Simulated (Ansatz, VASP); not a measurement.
# One calculation of CdS, two programs

POSCAR

```
CdS
1.0
    0.0000000000      2.9095237732      2.9095237732
    2.9095237732      0.0000000000      2.9095237732
    2.9095237732      2.9095237732      0.0000000000
Cd S
1 1
Direct
    0.0000000000      0.0000000000      0.0000000000
    0.2500000000      0.2500000000      0.2500000000
```

File INCAR.step1:

```
PREC = Accurate
ENCUT = 550
ISMEAR = 0
SIGMA = 0.01
LREAL = False
LASPH = True
NELM = 120
NBANDS = 16
GGA = PE
ALGO = Normal
EDIFF = 1E-5
LWAVE = True
LCHARG = False
GGA_COMPAT = False
```

INCAR.step2

```
PREC = Accurate
ENCUT = 550
EDIFF = 1E-6
ISMEAR = 0
SIGMA = 0.01
LREAL = False
LASPH = True
NELM = 120
ALGO = Normal
ISIF = 2
LWAVE = False
LCHARG = False
METAGGA = R2SCAN
LMIXTAU = True
NBANDS = 16
ISTART = 1
GGA_COMPAT = False
```

KPOINTS

```
Automatic mesh
0
Gamma
  6 6 6
```

Input for Ansatz:

```yaml
crystal:
  lattice:
    - [0.0, 2.9095237732, 2.9095237732]
    - [2.9095237732, 0.0, 2.9095237732]
    - [2.9095237732, 2.9095237732, 0.0]
  atoms:
    - { symbol: Cd, position: [0.0, 0.0, 0.0] }
    - { symbol: S, position: [0.25, 0.25, 0.25] }
kpoints:
  mp_grid: { grid: [6, 6, 6] }
hamiltonian:
  xc: r2scan
scf:
  occupations: { method: fixed }
  n_extra_bands: 4
output:
  forces: true
  stress: true
  eigenvalues: true
```

Alike in both runs: task single point; functional r2SCAN; k mesh 6 × 6 × 6; no spin polarisation.

|  | VASP | Ansatz |
| --- | --- | --- |
| version | VASP 6.6.1 | Ansatz 0.2.0 |
| potentials or method | VASP PAW PBE potentials, release 64 (Cd, S) | plane waves, PAW |
| plane-wave cutoff (eV) | 550 | 500 |
| occupations | gaussian, width 0.01 eV | fixed |
| valence electrons in the cell | 18 | 26 |

```csv
,VASP,Ansatz,Ansatz less VASP
gap on the k mesh at the Fermi level (eV),1.61,1.61,+0.003
pressure (GPa),2.3,2.0,-0.34
```

VASP's potentials were made for PBE, not for r2SCAN. VASP's potentials hold 18 valence electrons a cell and Ansatz's 26, so a difference there can come from the potentials and not from the codes.
